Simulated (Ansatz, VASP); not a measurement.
# One calculation of Ge, two programs

The input POSCAR:

```
Ge
1.0
    0.0000000000      2.8020505700      2.8020505700
    2.8020505700      0.0000000000      2.8020505700
    2.8020505700      2.8020505700      0.0000000000
Ge
2
Direct
    0.0000000000      0.0000000000      0.0000000000
    0.2500000000      0.2500000000      0.2500000000
```

The input INCAR.step1:

```
SYSTEM = Ge
PREC = Accurate
ENCUT = 520
ISMEAR = -1
SIGMA = 0.1
LREAL = .FALSE.
LASPH = .TRUE.
NELM = 100
NBANDS = 21
GGA = PE
ALGO = Normal
EDIFF = 1E-4
LWAVE = .TRUE.
LCHARG = .FALSE.
```

File INCAR.step2:

```
SYSTEM = Ge
PREC = Accurate
ENCUT = 520
EDIFF = 1E-6
ISMEAR = -1
SIGMA = 0.1
LREAL = .FALSE.
LASPH = .TRUE.
NELM = 100
ALGO = Normal
ISIF = 2
LWAVE = .FALSE.
LCHARG = .FALSE.
METAGGA = R2SCAN
LMIXTAU = .TRUE.
NBANDS = 21
ISTART = 1
```

The input KPOINTS:

```
Automatic mesh
0
G
  10 10 10
  0 0 0
```

Input for Ansatz:

```yaml
crystal:
  lattice:
    - [0.0, 2.80205057, 2.80205057]
    - [2.80205057, 0.0, 2.80205057]
    - [2.80205057, 2.80205057, 0.0]
  atoms:
    - { symbol: Ge, position: [0.0, 0.0, 0.0] }
    - { symbol: Ge, position: [0.25, 0.25, 0.25] }
  symmetry: { tolerance: 0.0003 }
kpoints:
  mp_grid: { grid: [10, 10, 10], shift: [0, 0, 0] }
  band_path:
    path:
      - [0.0, 0.0, 0.0]
      - [0.5, 0.0, 0.5]
      - [0.625, 0.25, 0.625]
      - [0.375, 0.375, 0.75]
      - [0.0, 0.0, 0.0]
      - [0.5, 0.5, 0.5]
      - [0.5, 0.25, 0.75]
      - [0.5, 0.0, 0.5]
    npoints: 20
magnetization:
  spin_polarized: false
scf:
  occupations: { method: fermi_dirac }
  lower_state_search: "off"
  max_iter: 200
hamiltonian:
  pseudopotentials: { kind: paw }
  xc: r2scan
basis:
  ecutwfc: 500
  fft_grid_basis: typed
output:
  forces: true
  stress: true
  eigenvalues: true
  bader: true
  populations: true
  elf: true
  write_potential: true
  volumetric_format: npy
  dos:
    e_range: [-12, 8]
    de: 0.05
    projected: { site_lists: { Ge: [Ge] } }
  write_density: true
checkpoint:
  read: saved_state
```

Alike in both runs: task single point; functional r2SCAN; k mesh 10 × 10 × 10; no spin polarisation.

|  | VASP | Ansatz |
| --- | --- | --- |
| version | VASP 6.6.1 | Ansatz 0.2.0 |
| potentials or method | VASP PAW PBE potentials, release 64 (Ge_d), cutoff 520 eV | PAW plane waves |
| occupations | fermi-dirac, width 0.1 eV | fermi-dirac |
| valence electrons in the cell | 28 | 28 |

```tsv
	VASP	Ansatz	Ansatz less VASP
pressure (GPa)	3.0	2.9	-0.08
```

VASP's potentials were made for PBE, not for r2SCAN.
